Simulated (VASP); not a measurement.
# WC (P-6m2) in VASP: elastic constants with PBEsol

Aim: the elastic constants of WC with PBEsol.

All numbers are computed with VASP 6.6.1; they aren't measurements. Logs are shortened: lines on timing, memory, paths and dates and some standing lists are left out, and cuts for length are marked.

**1. The cell of the first run**

The structure is hexagonal, space group P-6m2 (No. 187). Conventional cell: a = 2.863 Å, b = 2.863 Å, c = 2.801 Å, α = 90.00°, β = 90.00°, γ = 120.00°. W (site symmetry -6m2) has 6 C at 2.17 Å and 8 W at 2.80 to 2.86 Å within 2.9 Å. Within 2.9 Å of C (site symmetry -6m2) lie 6 W at 2.17 Å and 8 C at 2.80 to 2.86 Å.

**2. Elastic constants, PBEsol**

INCAR reads:

```
PREC     = Accurate       # precision mode
ENCUT    = 600            # plane-wave cutoff, eV
EDIFF    = 1E-8           # SCF threshold, eV
ISMEAR   = -1             # smearing method
SIGMA    = 0.08           # smearing width, eV
LREAL    = F              # projectors in reciprocal space
LASPH    = T              # aspherical terms in the spheres
NELM     = 100            # most SCF steps
ALGO     = Normal         # electronic algorithm
ISIF     = 3              # what is computed and relaxed
LWAVE    = F              # write WAVECAR
LCHARG   = F              # write CHGCAR
GGA      = PS             # functional
NBANDS   = 16             # bands
IBRION   = 6              # ionic algorithm
NFREE    = 2            
POTIM    = 0.015          # step
NSW      = 1              # ionic steps
```

KPOINTS reads:

```
Automatic mesh
0
Gamma
  18 18 16
```

POSCAR reads:

```
WC
1.0
    2.8629113554      0.0000000000      0.0000000000
   -1.4314556777      2.4793539625      0.0000000000
    0.0000000000      0.0000000000      2.8006367875
W C
1 1
Direct
    0.0000000000      0.0000000000      0.0000000000
    0.6666666667      0.3333333333      0.5000000000
```

Potentials or basis: VASP PAW PBE potentials, release 64 (W_sv, C).

Command:

```bash
$ cat potpaw_PBE.64/W_sv/POTCAR potpaw_PBE.64/C/POTCAR > POTCAR
$ mpirun -np 1 vasp_std > vasp.out
```

OUTCAR:

```text
PREC = Accurate
   ENCUT = 600
   EDIFF = 1E-8
   ISMEAR = -1
   LREAL = F
   LASPH = T
   NELM = 100
   ISIF = 3
   GGA = PS
   IBRION = 6
   NFREE = 2
   POTIM = 0.015
   NSW = 1

 ion  position               nearest neighbor table
   1  0.000  0.000  0.000-   2 2.17   2 2.17   2 2.17   2 2.17   2 2.17   2 2.17
   2  0.667  0.333  0.500-   1 2.17   1 2.17   1 2.17   1 2.17   1 2.17   1 2.17

  LATTYP: Found a hexagonal cell.
 ALAT       =     2.8629113554
 C/A-ratio  =     0.9782478183

  Lattice vectors:

 A1 = (   2.8629113554,   0.0000000000,   0.0000000000)
 A2 = (  -1.4314556777,   2.4793539625,   0.0000000000)
 A3 = (   0.0000000000,   0.0000000000,   2.8006367875)

Analysis of symmetry for initial positions (statically):
=====================================================================
 Subroutine PRICEL returns:
 Original cell was already a primitive cell.

 Routine SETGRP: Setting up the symmetry group for a
 hexagonal supercell.

 Subroutine GETGRP returns: Found 12 space group operations
 (whereof 12 operations were pure point group operations)
 out of a pool of 24 trial point group operations.

The static configuration has the point symmetry D_3h.

Analysis of symmetry for dynamics (positions and initial velocities):
=====================================================================
 Subroutine PRICEL returns:
 Original cell was already a primitive cell.

 Routine SETGRP: Setting up the symmetry group for a
 hexagonal supercell.

 Subroutine GETGRP returns: Found 12 space group operations
 (whereof 12 operations were pure point group operations)
 out of a pool of 24 trial point group operations.

The dynamic configuration has the point symmetry D_3h.

[... 346 lines left out ...]
 k-point     1 :       0.0000    0.0000    0.0000
  band No.  band energies     occupation
      1     -62.2877      2.00000
      2     -26.2799      2.00000
      3     -26.1512      2.00000
      4     -26.1512      2.00000
      5      -3.2035      2.00000
      6       6.9661      2.00000
[... 433 lines left out ...]
      3     -26.4410      2.00000
      4     -26.1457      2.00000
      5       0.3636      2.00000
      6       4.4707      2.00000
[... 8 lines left out ...]
     15      25.8984      0.00000
     16      29.6151      0.00000

 [... further k-points ...]

------------------------ aborting loop because EDIFF is reached ----------------------------------------

  FORCE on cell =-STRESS in cart. coord.  units (eV):
  Direction    XX          YY          ZZ          XY          YZ          ZX
  --------------------------------------------------------------------------------------
  -------------------------------------------------------------------------------------
  Total        2.0305489      2.0305489      2.0810030      0.0000000      0.0000000      0.0000000
  in kB      163.6518118    163.6518118    167.7181475      0.0000000      0.0000000      0.0000000
  external PRESSURE =     165.0072570 kB  Pullay stress =       0.0000000 kB
[... 17 lines left out ...]
  FREE ENERGIE OF THE ION-ELECTRON SYSTEM (eV)
  ---------------------------------------------------
  free  energy   TOTEN  =       -23.8635205274 eV

  energy  without entropy=      -23.8572685164  energy(sigma->0) =      -23.86039452

 INTERNAL STRAIN TENSORS FROM STRAINED CELLS
 ============================================

 INTERNAL STRAIN TENSOR FOR ION    1 for displacements in x,y,z  (eV/Angst):
          X           Y           Z          XY          YZ          ZX
  --------------------------------------------------------------------------------
  x    -0.00000    -0.00000     0.00000     7.42657    -0.00000    -0.00000
  y     7.43422    -7.43372     0.00000    -0.00018    -0.00029     0.00019
  z     0.00000     0.00000     0.00000     0.00000     0.00417     0.00000

 INTERNAL STRAIN TENSORS FROM DISPLACED ATOMS
 ============================================

 INTERNAL STRAIN TENSOR FOR ION    1 for displacements in x,y,z  (eV/Angst):
          X           Y           Z          XY          YZ          ZX
  --------------------------------------------------------------------------------
  x     0.00000     0.00000     0.00000     7.44042     0.00000     0.00000
  y     7.44042    -7.44042     0.00000     0.00000     0.00000     0.00000
  z     0.00000     0.00000     0.00000     0.00000     0.00000     0.00000

 INTERNAL STRAIN TENSOR FOR ION    2 for displacements in x,y,z  (eV/Angst):
          X           Y           Z          XY          YZ          ZX
  --------------------------------------------------------------------------------
  x     0.00000     0.00000     0.00000    -7.44289     0.00000     0.00000
  y    -7.44289     7.44289     0.00000    -0.00000     0.00000     0.00000
  z     0.00000     0.00000     0.00000     0.00000     0.00000     0.00000

 Eigenvectors and eigenvalues of the dynamical matrix
 ----------------------------------------------------

   1 f  =   19.639571 THz   123.399062 2PiTHz  655.105565 cm-1    81.222702 meV
             X         Y         Z           dx          dy          dz
      0.000000  0.000000  0.000000    -0.247629   -0.000001   -0.000000
      1.431456  0.826451  1.400318     0.968855    0.000003   -0.000000
[... 21 lines left out ...]
   6 f/i=    0.000601 THz     0.003773 2PiTHz    0.020032 cm-1     0.002484 meV
             X         Y         Z           dx          dy          dz
      0.000000  0.000000  0.000000    -0.000000    0.000000    0.968845
      1.431456  0.826451  1.400318    -0.000000    0.000000    0.247667

--------------------------------------------------------------------------------------------------------

 ELASTIC MODULI CONTR FROM IONIC RELAXATION (kBar)
 Direction    XX          YY          ZZ          XY          YZ          ZX
 --------------------------------------------------------------------------------
 XX        -250.8436    250.8436      0.0000      0.0000      0.0000      0.0000
 YY         250.8436   -250.8436      0.0000     -0.0000      0.0000      0.0000
 ZZ           0.0000      0.0000      0.0000      0.0000      0.0000      0.0000
 XY           0.0000     -0.0000      0.0000   -250.8436      0.0000      0.0000
 YZ           0.0000      0.0000      0.0000      0.0000      0.0000      0.0000
 ZX           0.0000      0.0000      0.0000      0.0000      0.0000      0.0000
 --------------------------------------------------------------------------------

 TOTAL ELASTIC MODULI (kBar)
 Direction    XX          YY          ZZ          XY          YZ          ZX
 --------------------------------------------------------------------------------
 XX        8107.2663   2886.6029   2198.8050      0.0000     -0.0000     -0.0000
 YY        2886.6029   8107.2663   2198.8050     -0.0000      0.0000      0.0000
 ZZ        2198.8050   2198.8050  10846.8072     -0.0000      0.0000      0.0000
 XY           0.0000     -0.0000     -0.0000   2610.3317      0.0000      0.0000
 YZ           0.0000      0.0000      0.0000     -0.0000   3581.1261      0.0000
 ZX           0.0000      0.0000      0.0000      0.0000      0.0000   3581.1254
 --------------------------------------------------------------------------------
```

OSZICAR:

```text
N       E                     dE             d eps       ncg     rms          rms(c)
DAV:   1     0.117539129773E+03    0.11754E+03   -0.10200E+04 10656   0.139E+03
DAV:   2    -0.232917095864E+02   -0.14083E+03   -0.13609E+03 12592   0.361E+02
DAV:   3    -0.267421165986E+02   -0.34504E+01   -0.34378E+01 11856   0.526E+01
DAV:   4    -0.267598419529E+02   -0.17725E-01   -0.17724E-01 13728   0.424E+00
[... 233 lines left out ...]
DAV:   3    -0.238635154445E+02    0.57921E-03   -0.14165E-03 17880   0.294E-01    0.287E-02
DAV:   4    -0.238635210510E+02   -0.56065E-05   -0.12624E-04 18840   0.106E-01    0.144E-02
DAV:   5    -0.238635205908E+02    0.46023E-06   -0.26975E-06 21080   0.237E-02    0.331E-03
DAV:   6    -0.238635205361E+02    0.54629E-07   -0.19316E-07 18592   0.681E-03    0.127E-03
DAV:   7    -0.238635205274E+02    0.86984E-08   -0.24493E-08 18168   0.213E-03
  21 F= -.23863521E+02 E0= -.23860395E+02  d E =-.625201E-02
```

stdout:

```text
POSCAR found type information on POSCAR W C
 POSCAR found :  2 types and       2 ions
 scaLAPACK will be used
 -----------------------------------------------------------------------------
|                                                                             |
|                                                                             |
|     You enforced a specific xc type in the INCAR file but a different       |
|     I HOPE YOU KNOW WHAT YOU ARE DOING!                                     |
[... 40 lines left out ...]
 Finite differences progress:
 bond charge predicted
 Finite differences progress:
 bond charge predicted
 Finite differences progress:
 bond charge predicted
 Finite differences progress:
 bond charge predicted
 Finite differences progress:
 bond charge predicted
 Finite differences progress:
 bond charge predicted
 Finite differences progress:
```

Run time: 1.7 h. Hardware: 1 thread of Oxide Virtual Turin-like, shared host; peak memory 0.95 GiB.

Results:

* Voigt bulk modulus: 463 GPa
* Highest phonon frequency at Γ: 655 cm⁻¹

Phonon frequencies in cm⁻¹ (negative: imaginary):
```csv
q point,frequencies
"(0.000, 0.000, 0.000)",0 0 0 640 655 655
```

Elastic tensor in Voigt notation (GPa, in the Cartesian axes of the cell as first typed):
```
 811  289  220    0    0    0
 289  811  220    0    0    0
 220  220 1085    0    0    0
   0    0    0  358    0    0
   0    0    0    0  358    0
   0    0    0    0    0  261
```

Clamped-ion elastic tensor (GPa):
```
 836  264  220    0    0    0
 264  836  220    0    0    0
 220  220 1085    0    0    0
   0    0    0  358    0    0
   0    0    0    0  358    0
   0    0    0    0    0  286
```

Caveat: the cell is under stress, which shifts elastic constants; the PAW data sets were made with another functional, which shifts forces and pressure a little; spin-orbit coupling is left out, which moves the levels of the heavy elements.
